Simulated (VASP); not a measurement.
NaTlS2, 8 atoms in the cell. The structure is tetragonal, space group P-4m2 (No. 115). The conventional cell has a = 4.253 Å, b = 4.253 Å, c = 13.078 Å, α = 90.00°, β = 90.00°, γ = 90.00°. Within 3.5 Å of Na (site symmetry 2mm) lie 4 S at 2.64 to 2.88 Å. S (site symmetry -4m2) has 4 Na at 2.64 Å within 3.5 Å. Within 3.3 Å of S (site symmetry 2mm) lie 2 Tl at 2.52 Å and 2 Na at 2.88 Å. S (site symmetry -4m2) has 4 Tl at 2.71 Å within 3.6 Å. Tl (site symmetry 2mm) has 4 S at 2.52 to 2.71 Å within 3.3 Å. 

| Quantity | Value |
| --- | --- |
| Program | VASP 6.6.1 |
| Task | single point |
| Functional | r2SCAN |
| Potentials or basis | VASP PAW PBE potentials, release 64 (Na_pv, S, Tl_d) |
| Cutoff | 520 eV |
| k mesh | 6 × 6 × 2 |
| Occupations | fermi-dirac, width 0.02 eV |
| Spin | no spin polarisation |
| Dipole correction | no |
| Further INCAR settings | ALGO = Normal; EDIFF = 1e-06; NBANDS = 42 |

Potentials or basis: VASP PAW PBE potentials, release 64 (Na_pv, S, Tl_d).

Launch:

```sh
$ cat potpaw_PBE.64/Na_pv/POTCAR potpaw_PBE.64/S/POTCAR potpaw_PBE.64/Tl_d/POTCAR > POTCAR
$ cp INCAR.step1 INCAR
$ mpirun -np 1 vasp_std > vasp.out
$ cp INCAR.step2 INCAR
$ mpirun -np 1 vasp_std > vasp.out
```

Hardware: 1 thread of Intel(R) Xeon(R) Platinum 8488C (Sapphire Rapids), on a shared host.

Q: Estimate the wall time of this run.

A: It took 6 min on 1 thread of Intel(R) Xeon(R) Platinum 8488C (Sapphire Rapids), on a shared host, peak memory 0.44 GiB. Counts: k points 20.
